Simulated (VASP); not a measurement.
# Pt: electric field gradients with r2SCAN+rVV10+U

Pt:

```xyz
1
Lattice="0.0000 1.9609 1.9609 1.9609 0.0000 1.9609 1.9609 1.9609 0.0000" Properties=species:S:1:pos:R:3 pbc="T T T"
Pt    0.0000    0.0000    0.0000
```

```
Program                : VASP 6.6.1
Task                   : electric field gradients
Functional             : r2SCAN
Dispersion             : rVV10
Potentials or basis    : VASP PAW PBE potentials, release 64 (Pt)
Cutoff                 : 520 eV
k mesh                 : 12 × 12 × 12
Occupations            : fermi-dirac, width 0.15 eV
Spin                   : non-collinear spin, zero start, spin-orbit coupling
Starting moments       : [[0.0, 0.0, 0.0]] μB
Hubbard terms          : Pt d U = 3.0 eV
Dipole correction      : no
Further INCAR settings : ALGO = Normal; EDIFF = 1e-08; NBANDS = 21
```

```json
{"Pressure": "-4.9 GPa", "Net moment": "0.00 μB per cell", "Largest electric field gradient by atom": "under 0.05 V/Å² on every atom", "Valence electrons inside the program's atomic spheres": "Pt 9.43"}
```

Moments on the atoms (μB; x, y, z):
```
Pt  0.00 0.00 0.00
```

Wall time 2.5 min on 1 thread of Intel(R) Xeon(R) 6975P-C (Granite Rapids) (shared host), peak memory 0.31 GiB.

Caveat: the cell stands under tension; the PAW data sets were made with another functional, which shifts forces and pressure a little; the U is typed as a test and isn't derived for this compound. The state reached can hang on the start; a lower one may exist.
